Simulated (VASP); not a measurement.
Input of a VASP 6.6.1 run:

INCAR

```
PREC = Accurate
ENCUT = 520
EDIFF = 1E-6
ISMEAR = -1
SIGMA = 0.05
LREAL = F
LASPH = T
NELM = 150
ALGO = Fast
ISIF = 2
LWAVE = F
LCHARG = F
ISPIN = 2
MAGMOM = -2.74
LORBIT = 11
LMAXMIX = 4
GGA = PS
NBANDS = 14
```

Contents of KPOINTS:

```
Automatic mesh
0
Gamma
  13 13 13
```

Contents of POSCAR:

```
Fe
1.0
   -1.4430000000      1.4430000000      1.4430000000
    1.4430000000     -1.4430000000      1.4430000000
    1.4430000000      1.4430000000     -1.4430000000
Fe
1
Direct
    0.0000000000      0.0000000000      0.0000000000
```

Potentials or basis: VASP PAW PBE potentials, release 64 (Fe).

Launch:

```bash
$ cat potpaw_PBE.64/Fe/POTCAR > POTCAR
$ mpirun -np 1 vasp_std > vasp.out
```

(1) What does it give for the site moments?

(2) Estimate the pressure.

(3) Predict the net moment.

Answers

(1) Fe -2.29 μB.

(2) -17.6 GPa.

(3) -2.29 μB per cell.

Caveat: the PAW data sets were made with another functional, which shifts forces and pressure a little.
